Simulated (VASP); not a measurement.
Write the native input for VASP 6.6.1 that does the following.

```
Task                   : single point
Functional             : PBEsol
Potentials or basis    : VASP PAW PBE potentials, release 64 (Hf_pv, N)
Cutoff                 : 520 eV
k mesh                 : 9 × 9 × 9
Occupations            : fermi-dirac, width 0.05 eV
Spin                   : no spin polarisation
Hubbard terms          : Hf d U = 6.0 eV
Dipole correction      : no
Further INCAR settings : ALGO = Normal; EDIFF = 1e-06; NBANDS = 14
```

The structure of HfN lies in POSCAR:

```
HfN
1.0
    0.0000000000      2.4548220000      2.4548220000
    2.4548220000      0.0000000000      2.4548220000
    2.4548220000      2.4548220000      0.0000000000
Hf N
1 1
Direct
    0.0000000000      0.0000000000      0.0000000000
    0.2500000000      0.2500000000      0.2500000000
```

One way to write it, as run:

INCAR

```
ALGO = Normal
EDIFF = 1E-6
ENCUT = 520
GGA = PS
ISIF = 2
ISMEAR = -1
LASPH = True
LCHARG = True
LDAU = True
LDAUJ = 0 0
LDAUL = 2 -1
LDAUPRINT = 1
LDAUTYPE = 2
LDAUU = 6 0
LELF = True
LMAXMIX = 4
LREAL = False
LVHAR = True
LWAVE = False
NBANDS = 14
NELM = 150
PREC = Accurate
SIGMA = 0.05
```

KPOINTS

```
k-points
0
Gamma
  9 9 9
```

Potentials or basis: VASP PAW PBE potentials, release 64 (Hf_pv, N).

Launch:

```sh
$ cat potpaw_PBE.64/Hf_pv/POTCAR potpaw_PBE.64/N/POTCAR > POTCAR
$ mpirun -np 1 vasp_std > vasp.out
```

Results of the run:

The pressure is 12.0 GPa.

Caveat: the PAW data sets were made with another functional, which shifts forces and pressure a little; U without spin polarisation on a metal has little footing.

Wall time 35 s on 1 thread of Intel Xeon 8259CL, with other jobs on the host, peak memory 0.16 GiB.
